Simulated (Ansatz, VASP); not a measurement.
**Cr: VASP beside Ansatz**

```
CELL_PARAMETERS angstrom
-1.39425 1.39425 1.39425
1.39425 -1.39425 1.39425
1.39425 1.39425 -1.39425
ATOMIC_POSITIONS crystal
Cr 0.00000 0.00000 0.00000
```

Alike in both runs: task single point; functional LDA; k mesh 16 × 16 × 16; no spin polarisation.

```csv
,VASP,Ansatz
version,VASP 6.6.1,Ansatz 0.2.0
potentials or method,"VASP PAW LDA potentials, release 64 (Cr_pv), cutoff 500 eV","plane waves (420 eV) with PAW, scalar-relativistic"
occupations,"methfessel-paxton of order 1, width 0.03 eV","cold, width 0.03 eV"
valence electrons in the cell,12,14
```

VASP gave:

* pressure (GPa): 0.0

Question: Which values does Ansatz return?

Answer: Pressure (GPa): 0.1.

Ansatz warns that its potentials were made for another functional, while VASP's fit it. LDA's correlation is that of Perdew and Zunger in VASP and of Perdew and Wang (1992) in Ansatz. VASP's potentials hold 12 valence electrons a cell and Ansatz's 14, so a difference there can come from the potentials and not from the codes.
